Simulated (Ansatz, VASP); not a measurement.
## Ir in VASP and in Ansatz

```
Ir
1.0
     2.77560    0.00000    0.00000
    -1.38780    2.40374    0.00000
     0.00000    0.00000    4.50516
Ir
2
Cartesian
  0.0000 1.6025 1.1263
  1.3878 0.8012 3.3789
```

Alike in both runs: task single point; functional LDA; k mesh 15 × 15 × 8; occupations fermi-dirac, width 0.1 eV; no spin polarisation.

|  | VASP | Ansatz |
| --- | --- | --- |
| version | VASP 6.6.1 | Ansatz 0.2.0 |
| potentials or method | VASP PAW LDA potentials, release 64 (Ir), cutoff 520 eV | plane waves (420 eV) with PAW, scalar-relativistic |
| valence electrons in the cell | 18 | 34 |

|  | VASP | Ansatz | Ansatz less VASP |
| --- | --- | --- | --- |
| pressure (GPa) | -23.6 | -25.4 | -1.81 |
| traceless stress, the component that is largest in VASP (GPa) | -0.52 | -0.54 | -0.018 |

Ansatz warns that its potentials were made for another functional, while VASP's fit it. LDA's correlation is that of Perdew and Zunger in VASP and of Perdew and Wang (1992) in Ansatz. VASP's potentials hold 18 valence electrons a cell and Ansatz's 34, so a difference there can come from the potentials and not from the codes.

Neither program's run includes spin-orbit coupling.
